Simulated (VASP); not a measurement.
# K3Sc (Pm-3m) in VASP: notebook

Runs on K3Sc. Level: PBE. Tasks: single point, relaxation of cell and atoms.

Everything below comes from runs of VASP 6.6.1. Logs are shortened: lines on timing, memory, paths and dates and some standing lists are left out, and cuts for length are marked.

### Step 1. The cell of the first run

Symmetry: Pm-3m, No. 221, cubic system. Conventional cell: a = 5.990 Å, b = 5.990 Å, c = 5.990 Å, α = 90.00°, β = 90.00°, γ = 90.00°. Within 5.6 Å of K (site symmetry 4/mmm) lie 8 K at 4.24 Å and 4 Sc at 4.24 Å. Within 5.6 Å of Sc (site symmetry m-3m) lie 12 K at 4.24 Å.

### Step 2. Single point, PBE

INCAR reads:

```
PREC     = Accurate       # precision mode
ENCUT    = 520            # plane-wave cutoff, eV
EDIFF    = 1E-7           # SCF threshold, eV
ISMEAR   = 0              # smearing method
SIGMA    = 0.1            # smearing width, eV
LREAL    = False          # projectors in reciprocal space
LASPH    = True           # aspherical terms in the spheres
NELM     = 60             # most SCF steps
ALGO     = Fast           # electronic algorithm
ISIF     = 2              # what is computed and relaxed
LWAVE    = False          # write WAVECAR
LCHARG   = True           # write CHGCAR
GGA      = PE             # functional
LELF     = True           # ELF
LVHAR    = True         
NBANDS   = 27             # bands
```

KPOINTS reads:

```
Automatic mesh
0
Gamma
  8 8 8
```

POSCAR reads:

```
K3Sc
1.0
    5.9896070115      0.0000000000      0.0000000000
    0.0000000000      5.9896070115      0.0000000000
    0.0000000000      0.0000000000      5.9896070115
K Sc
3 1
Direct
    0.0000000000      0.5000000000      0.5000000000
    0.5000000000      0.0000000000      0.5000000000
    0.5000000000      0.5000000000      0.0000000000
    0.0000000000      0.0000000000      0.0000000000
```

Potentials or basis: VASP PAW PBE potentials, release 64 (K_sv, Sc_sv).

The run is started by

```bash
$ cat potpaw_PBE.64/K_sv/POTCAR potpaw_PBE.64/Sc_sv/POTCAR > POTCAR
$ mpirun -np 1 vasp_std > vasp.out
```

OUTCAR:

```text
PREC = Accurate
   ENCUT = 520
   EDIFF = 1E-7
   ISMEAR = 0
   LREAL = False
   LASPH = True
   NELM = 60
   ISIF = 2
   GGA = PE

 ion  position               nearest neighbor table
   1  0.000  0.500  0.500-
   2  0.500  0.000  0.500-
   3  0.500  0.500  0.000-
   4  0.000  0.000  0.000-

  LATTYP: Found a simple cubic cell.
 ALAT       =     5.9896070115

  Lattice vectors:

 A1 = (   5.9896070115,   0.0000000000,   0.0000000000)
 A2 = (   0.0000000000,   5.9896070115,   0.0000000000)
 A3 = (   0.0000000000,   0.0000000000,   5.9896070115)

Analysis of symmetry for initial positions (statically):
=====================================================================
 Subroutine PRICEL returns:
 Original cell was already a primitive cell.

 Routine SETGRP: Setting up the symmetry group for a
 simple cubic supercell.

 Subroutine GETGRP returns: Found 48 space group operations
 (whereof 48 operations were pure point group operations)
 out of a pool of 48 trial point group operations.

The static configuration has the point symmetry O_h .

Analysis of symmetry for dynamics (positions and initial velocities):
=====================================================================
 Subroutine PRICEL returns:
 Original cell was already a primitive cell.

 Routine SETGRP: Setting up the symmetry group for a
 simple cubic supercell.

 Subroutine GETGRP returns: Found 48 space group operations
 (whereof 48 operations were pure point group operations)
 out of a pool of 48 trial point group operations.

The dynamic configuration has the point symmetry O_h .

 Subroutine INISYM returns: Found 48 space group operations
 (whereof 48 operations are pure point group operations),
 and found     1 'primitive' translations

----------------------------------------------------------------------------------------

                                     Primitive cell

  volume of cell :     214.8795

  direct lattice vectors                    reciprocal lattice vectors
     5.989607012  0.000000000  0.000000000     0.166955862  0.000000000  0.000000000
[... 84 lines left out ...]
   ISPIN  =      1    spin polarized calculation?
   LNONCOLLINEAR =      F non collinear calculations
   LSORBIT =      F    spin-orbit coupling
   LASPH  =      T    aspherical Exc in radial PAW
   ENCUT  =  520.0 eV  38.22 Ry    6.18 a.u.  11.14 11.14 11.14*2*pi/ulx,y,z
   NELM   =     60;   NELMIN=  2; NELMDL= -5     # of ELM steps
   EDIFF  = 0.1E-06   stopping-criterion for ELM
   LREAL  =      F    real-space projection
   EDIFFG = 0.1E-05   stopping-criterion for IOM
   NSW    =      0    number of steps for IOM
   IBRION =     -1    ionic relax: 0-MD 1-quasi-New 2-CG
   NFREE  =      0    steps in history (QN), initial steepest desc. (CG)
   ISIF   =      2    stress and relaxation
   ISYM   =      2    0-nonsym 1-usesym 2-fastsym
   POTIM  = 0.5000    time-step for ionic-motion
   TEBEG  =    0.0;   TEEND  =   0.0 temperature during run
   PSTRESS=    0.0 pullay stress
   NELECT =      38.0000    total number of electrons
   NUPDOWN=      -1.0000    fix difference up-down
   EMIN   =  10.00;   EMAX   =-10.00  energy-range for DOS
   EFERMI =   0.00;   METHOD = LEGACY
   ISMEAR =     0;   SIGMA  =   0.10  broadening in eV -4-tet -1-fermi 0-gaus
   EFERMI_NEDOS =   21; number of points for ismear=-14 and -15
   IALGO  =     68    algorithm
   IMIX   =      4    mixing-type and parameters
     AMIX     =   0.40;   BMIX     =  1.00
     AMIX_MAG =   1.60;   BMIX_MAG =  1.00
  volume/ion in A,a.u.               =      53.72       362.52
  Fermi-wavevector in a.u.,A,eV,Ry     =   0.918906  1.736480 11.488597  0.844388
  Thomas-Fermi vector in A             =   2.044040
   LORBIT       =      0    0 simple, 1 ext, 2 COOP (PROOUT), +10 PAW based schemes
   GGA     = PE    functional components
   LHFCALC =     F    Hartree Fock is set to
   AEXX    =    0.0000 exact exchange contribution
   IVDW    =     0    specifies the selected vdW correction
   LEPSILON=     F    determine dielectric tensor
   LRPA    =     F    only Hartree local field effects (RPA)
 non-spin polarized calculation
 RMM-DIIS sequential band-by-band and
 Gauss-broadening in eV      SIGMA  =   0.10
  energy-cutoff  :      520.00
  volume of cell :      214.88
 maximum number of plane-waves:      5832
 NGX is ok and might be reduce to    48
   NGX = 23   NGY = 23   NGZ = 23

 number of electron      37.9999997 magnetization

 Free energy of the ion-electron system (eV)
  ---------------------------------------------------
  ext. energy  EPLUGINS =         0.00000000
  ---------------------------------------------------
  free energy    TOTEN  =        -6.91271243 eV

  energy without entropy =       -6.87179276  energy(sigma->0) =       -6.89225260

 E-fermi :   0.4553     XC(G=0):  -6.6250

 val. band max:        0.4527274294   @ k =   0.3750   0.2500   0.2500
 cond. band min:       0.4688823752   @ k =   0.3750   0.0000   0.0000
 fundamental gap:      0.0161549458
 Fermi energy:         0.4553319993

 k-point     1 :       0.0000    0.0000    0.0000
  band No.  band energies     occupation
      1     -50.7283      2.00000
      2     -31.1190      2.00000
      3     -31.1030      2.00000
      4     -31.1030      2.00000
      5     -29.3294      2.00000
      6     -29.3294      2.00000
[... 709 lines left out ...]
     26       1.9333      0.00000
     27       3.0328      0.00000

 [... further k-points ...]

------------------------ aborting loop because EDIFF is reached ----------------------------------------

  FORCE on cell =-STRESS in cart. coord.  units (eV):
  Direction    XX          YY          ZZ          XY          YZ          ZX
  --------------------------------------------------------------------------------------
  -------------------------------------------------------------------------------------
  Total       -0.0037687     -0.0037687     -0.0037687      0.0000000      0.0000000      0.0000000
  in kB       -0.0281002     -0.0281002     -0.0281002      0.0000000      0.0000000      0.0000000
  external PRESSURE =      -0.0281002 kB  Pullay stress =       0.0000000 kB

 VOLUME and BASIS-vectors are now :
 -----------------------------------------------------------------------------
  energy-cutoff  :      520.00
  volume of cell :      214.88
      direct lattice vectors                 reciprocal lattice vectors
     5.989607012  0.000000000  0.000000000     0.166955862  0.000000000  0.000000000
     0.000000000  5.989607012  0.000000000     0.000000000  0.166955862  0.000000000
     0.000000000  0.000000000  5.989607012     0.000000000  0.000000000  0.166955862

 POSITION                                       TOTAL-FORCE (eV/Angst)
 -----------------------------------------------------------------------------------
      0.00000      2.99480      2.99480         0.000000      0.000000      0.000000
      2.99480      0.00000      2.99480         0.000000      0.000000      0.000000
      2.99480      2.99480      0.00000         0.000000      0.000000      0.000000
      0.00000      0.00000      0.00000         0.000000      0.000000      0.000000
 -----------------------------------------------------------------------------------
    total drift:                                0.000000     -0.000000     -0.000000

  FREE ENERGIE OF THE ION-ELECTRON SYSTEM (eV)
  ---------------------------------------------------
  free  energy   TOTEN  =        -6.9127124338 eV

  energy  without entropy=       -6.8717927624  energy(sigma->0) =       -6.89225260
```

OSZICAR:

```text
N       E                     dE             d eps       ncg     rms          rms(c)
DAV:   1     0.374964151219E+03    0.37496E+03   -0.15886E+04  1930   0.120E+03
DAV:   2     0.281314308139E+02   -0.34683E+03   -0.33918E+03  2338   0.396E+02
DAV:   3    -0.597950492346E+01   -0.34111E+02   -0.33459E+02  3204   0.105E+02
[... 44 lines left out ...]
RMM:  48    -0.691271202877E+01   -0.10903E-06   -0.13646E-06  1927   0.432E-03    0.176E-03
RMM:  49    -0.691271219275E+01   -0.16398E-06   -0.12347E-06  2008   0.416E-03    0.193E-03
RMM:  50    -0.691271224899E+01   -0.56244E-07   -0.10009E-06  1933   0.400E-03    0.183E-03
RMM:  51    -0.691271238810E+01   -0.13911E-06   -0.99535E-07  1900   0.377E-03    0.223E-03
RMM:  52    -0.691271243376E+01   -0.45661E-07   -0.74458E-07  1729   0.366E-03
   1 F= -.69127124E+01 E0= -.68922526E+01  d E =-.409197E-01
```

stdout:

```text
POSCAR found type information on POSCAR K Sc
 POSCAR found :  2 types and       4 ions
 scaLAPACK will be used
[... 23 lines left out ...]
 num prob  num prob  num prob  num prob  num prob  num prob  num prob  num prob  num prob  num prob RMM:  50    -0.691271224899E+01   -0.56244E-07   -0.10009E-06  1933   0.400E-03    0.183E-03
 num prob  num prob  num prob WARNING in EDDRMM: call to ZHEGV failed, returncode =   8  4     21
 num prob  num prob  num prob  num prob RMM:  51    -0.691271238810E+01   -0.13911E-06   -0.99535E-07  1900   0.377E-03    0.223E-03
 num prob  num prob  num prob  num prob  num prob WARNING in EDDRMM: call to ZHEGV failed, returncode =   8  4     17
 num prob  num prob  num prob  num prob  num prob RMM:  52    -0.691271243376E+01   -0.45661E-07   -0.74458E-07  1729   0.366E-03
```

Run time: 7.3 min. Hardware: 1 thread of Intel Xeon 6975P-C (Granite Rapids), shared host; peak memory 0.45 GiB.

Results:

- Free energy: -6.9127 eV
- Pressure: 0.0 GPa
- Band gap on the k mesh: zero (bands 19 and 20 overlap by 0.48 eV)

Levels at points of the mesh, in eV from the Fermi level:
| k point | band 16 | band 17 | band 18 | band 19 | band 20 | band 21 | band 22 | band 23 |
| --- | --- | --- | --- | --- | --- | --- | --- | --- |
| (0.00, 0.00, 0.00) | -15.01 | -2.87 | -0.13 | -0.13 | 0.31 | 0.31 | 0.31 | 0.52 |
| (0.50, 0.00, 0.00) | -15.02 | -2.03 | -1.30 | 0.04 | 0.29 | 0.29 | 0.36 | 0.45 |
| (0.50, 0.50, 0.00) | -14.98 | -1.39 | -0.42 | -0.42 | -0.41 | 0.32 | 0.32 | 0.32 |
| (0.50, 0.50, 0.50) | -14.98 | -1.06 | -0.18 | -0.18 | -0.18 | 0.44 | 0.44 | 0.44 |

### Step 3. Relaxation of cell and atoms, PBE

This run uses another cell than the first one, of 52.71 Å³/atom.

INCAR reads:

```
SYSTEM = K3Sc
PREC     = Accurate       ! precision mode
ENCUT    = 600            ! plane-wave cutoff, eV
EDIFF    = 1E-6           ! SCF threshold, eV
ISMEAR   = 0              ! smearing method
SIGMA    = 0.1            ! smearing width, eV
LREAL    = .FALSE.        ! projectors in reciprocal space
LASPH    = .TRUE.         ! aspherical terms in the spheres
NELM     = 60             ! most SCF steps
ALGO     = Fast           ! electronic algorithm
ISIF     = 3              ! what is computed and relaxed
LWAVE    = .FALSE.        ! write WAVECAR
LCHARG   = .FALSE.        ! write CHGCAR
GGA      = PE             ! functional
IBRION   = 2              ! ionic algorithm
NSW      = 100            ! ionic steps
EDIFFG   = -0.01          ! ionic threshold
```

KPOINTS reads:

```
Automatic mesh
0
G
  8 8 8
  0 0 0
```

POSCAR reads:

```
K3Sc
1.0
    5.9518234785      0.0000000000      0.0000000000
    0.0000000000      5.9518234785      0.0000000000
    0.0000000000      0.0000000000      5.9518234785
K Sc
3 1
Direct
    0.0000000000      0.5000000000      0.5000000000
    0.5000000000      0.0000000000      0.5000000000
    0.5000000000      0.5000000000      0.0000000000
    0.0000000000      0.0000000000      0.0000000000
```

Potentials or basis: VASP PAW PBE potentials, release 64 (K_sv, Sc_sv).

The run is started by

```bash
$ cat potpaw_PBE.64/K_sv/POTCAR potpaw_PBE.64/Sc_sv/POTCAR > POTCAR
$ mpirun -np 1 vasp_std > vasp.out
```

OUTCAR:

```text
SYSTEM = K3Sc
   PREC = Accurate
   ENCUT = 600
   EDIFF = 1E-6
   ISMEAR = 0
   LREAL = .FALSE.
   LASPH = .TRUE.
   NELM = 60
   ISIF = 3
   GGA = PE
   IBRION = 2
   NSW = 100
   EDIFFG = -0.01

 ion  position               nearest neighbor table
   1  0.000  0.500  0.500-
   2  0.500  0.000  0.500-
   3  0.500  0.500  0.000-
   4  0.000  0.000  0.000-

  LATTYP: Found a simple cubic cell.
 ALAT       =     5.9518234785

  Lattice vectors:

 A1 = (   5.9518234785,   0.0000000000,   0.0000000000)
 A2 = (   0.0000000000,   5.9518234785,   0.0000000000)
 A3 = (   0.0000000000,   0.0000000000,   5.9518234785)

Analysis of symmetry for initial positions (statically):
=====================================================================
 Subroutine PRICEL returns:
 Original cell was already a primitive cell.

 Routine SETGRP: Setting up the symmetry group for a
 simple cubic supercell.

 Subroutine GETGRP returns: Found 48 space group operations
 (whereof 48 operations were pure point group operations)
 out of a pool of 48 trial point group operations.

The static configuration has the point symmetry O_h .

Analysis of symmetry for dynamics (positions and initial velocities):
=====================================================================
 Subroutine PRICEL returns:
 Original cell was already a primitive cell.

 Routine SETGRP: Setting up the symmetry group for a
 simple cubic supercell.

 Subroutine GETGRP returns: Found 48 space group operations
 (whereof 48 operations were pure point group operations)
 out of a pool of 48 trial point group operations.

The dynamic configuration has the point symmetry O_h .

 Subroutine INISYM returns: Found 48 space group operations
 (whereof 48 operations are pure point group operations),
 and found     1 'primitive' translations

[... 126 lines left out ...]
   IVDW    =     0    specifies the selected vdW correction
   LEPSILON=     F    determine dielectric tensor
   LRPA    =     F    only Hartree local field effects (RPA)
 conjugate gradient relaxation of ions
 non-spin polarized calculation
 RMM-DIIS sequential band-by-band and
 Gauss-broadening in eV      SIGMA  =   0.10
  energy-cutoff  :      600.00
  volume of cell :      210.84
 maximum number of plane-waves:      7088
 NGX is ok and might be reduce to    48
   NGX = 23   NGY = 23   NGZ = 23

--------------------------------------- Ionic step        1  -------------------------------------------

 number of electron      37.9999995 magnetization

 Free energy of the ion-electron system (eV)
  ---------------------------------------------------
  ext. energy  EPLUGINS =         0.00000000
  ---------------------------------------------------
  free energy    TOTEN  =        -6.91125452 eV

  energy without entropy =       -6.87145025  energy(sigma->0) =       -6.89135238

------------------------ aborting loop EDIFF was not reached (unconverged)  ----------------------------

  FORCE on cell =-STRESS in cart. coord.  units (eV):
  Direction    XX          YY          ZZ          XY          YZ          ZX
  --------------------------------------------------------------------------------------
  -------------------------------------------------------------------------------------
  Total        0.1924248      0.1924248      0.1924248      0.0000000     -0.0000000      0.0000000
  in kB        1.4622493      1.4622493      1.4622493      0.0000000     -0.0000000      0.0000000
  external PRESSURE =       1.4622493 kB  Pullay stress =       0.0000000 kB
[... 215 lines left out ...]
--------------------------------------- Ionic step        7  -------------------------------------------

 number of electron      37.9999996 magnetization

 Free energy of the ion-electron system (eV)
  ---------------------------------------------------
  ext. energy  EPLUGINS =         0.00000000
  ---------------------------------------------------
  free energy    TOTEN  =        -6.91268267 eV

  energy without entropy =       -6.87230017  energy(sigma->0) =       -6.89249142

 E-fermi :   0.4823     XC(G=0):  -6.6508

 val. band max:        0.4799749779   @ k =   0.3750   0.2500   0.2500
 cond. band min:       0.4950033279   @ k =   0.3750   0.0000   0.0000
 fundamental gap:      0.0150283500
 Fermi energy:         0.4823376614

 k-point     1 :       0.0000    0.0000    0.0000
  band No.  band energies     occupation
      1     -50.6900      2.00000
      2     -31.0874      2.00000
      3     -31.0707      2.00000
      4     -31.0707      2.00000
      5     -29.2918      2.00000
      6     -29.2918      2.00000
[... 613 lines left out ...]
     22       0.8019      0.00001
     23       0.8560      0.00000

 [... further k-points ...]

------------------------ aborting loop because EDIFF is reached ----------------------------------------

  FORCE on cell =-STRESS in cart. coord.  units (eV):
  Direction    XX          YY          ZZ          XY          YZ          ZX
  --------------------------------------------------------------------------------------
  -------------------------------------------------------------------------------------
  Total        0.0216045      0.0216045      0.0216045      0.0000000      0.0000000     -0.0000000
  in kB        0.1625320      0.1625320      0.1625320      0.0000000      0.0000000     -0.0000000
  external PRESSURE =       0.1625320 kB  Pullay stress =       0.0000000 kB
[... 19 lines left out ...]
  FREE ENERGIE OF THE ION-ELECTRON SYSTEM (eV)
  ---------------------------------------------------
  free  energy   TOTEN  =        -6.9126826674 eV

  energy  without entropy=       -6.8723001745  energy(sigma->0) =       -6.89249142

 reached required accuracy - stopping structural energy minimisation
```

OSZICAR:

```text
N       E                     dE             d eps       ncg     rms          rms(c)
DAV:   1     0.418386288236E+03    0.41839E+03   -0.16985E+04  1626   0.156E+03
DAV:   2     0.351622617675E+02   -0.38322E+03   -0.37787E+03  2179   0.477E+02
DAV:   3    -0.520267590680E+01   -0.40365E+02   -0.39588E+02  2708   0.127E+02
[... 156 lines left out ...]
RMM:  19    -0.691270677578E+01   -0.67805E-05   -0.47014E-05  1012   0.102E-02    0.393E-02
RMM:  20    -0.691270096719E+01    0.58086E-05   -0.12245E-05  1075   0.109E-02    0.363E-02
RMM:  21    -0.691268636824E+01    0.14599E-04   -0.19766E-05  1384   0.171E-02    0.301E-02
RMM:  22    -0.691268324759E+01    0.31207E-05   -0.10501E-05  1257   0.118E-02    0.254E-02
RMM:  23    -0.691268266737E+01    0.58022E-06   -0.61192E-06  1095   0.821E-03
   7 F= -.69126827E+01 E0= -.68924914E+01  d E =-.335718E-03
```

Run time: 15 min. Hardware: 1 thread of Intel Xeon 6975P-C (Granite Rapids), shared host; peak memory 0.52 GiB.

Results:

* Free energy: -6.9127 eV
* Relaxed volume: 53.24 Å³/atom
* Relaxed cell: a = 5.972 Å, b = 5.972 Å, c = 5.972 Å, α = 90.00°, β = 90.00°, γ = 90.00°
* Space group after relaxing (to 0.1 Å): Pm-3m (No. 221)
* Energy gained by relaxing: 0.4 meV/atom
* Ionic steps: 7
* Pressure after relaxing: 0.0 GPa
* Band gap on the k mesh: zero (bands 19 and 20 overlap by 0.48 eV)

The path:
```csv
step,energy change (eV),largest force (eV/Å),pressure (GPa),volume (Å³)
1,0.0000,0.0000,0.15,210.84
2,-0.0012,0.0000,-0.13,212.31
3,-0.0010,0.0000,0.11,212.09
4,-0.0010,0.0000,0.09,212.19
5,-0.0011,0.0000,0.09,212.25
6,-0.0011,0.0000,0.10,212.28
7,-0.0014,0.0000,0.02,212.97
```

Final structure:
```cif
data_structure
_symmetry_space_group_name_H-M 'P 1'
_symmetry_Int_Tables_number 1
_cell_length_a 5.9718
_cell_length_b 5.9718
_cell_length_c 5.9718
_cell_angle_alpha 90.000
_cell_angle_beta 90.000
_cell_angle_gamma 90.000
_cell_volume 212.97
loop_
_atom_site_label
_atom_site_type_symbol
_atom_site_fract_x
_atom_site_fract_y
_atom_site_fract_z
_atom_site_occupancy
K1 K 0.00000 0.50000 0.50000 1
K2 K 0.50000 0.00000 0.50000 1
K3 K 0.50000 0.50000 0.00000 1
Sc1 Sc 0.00000 0.00000 0.00000 1
```
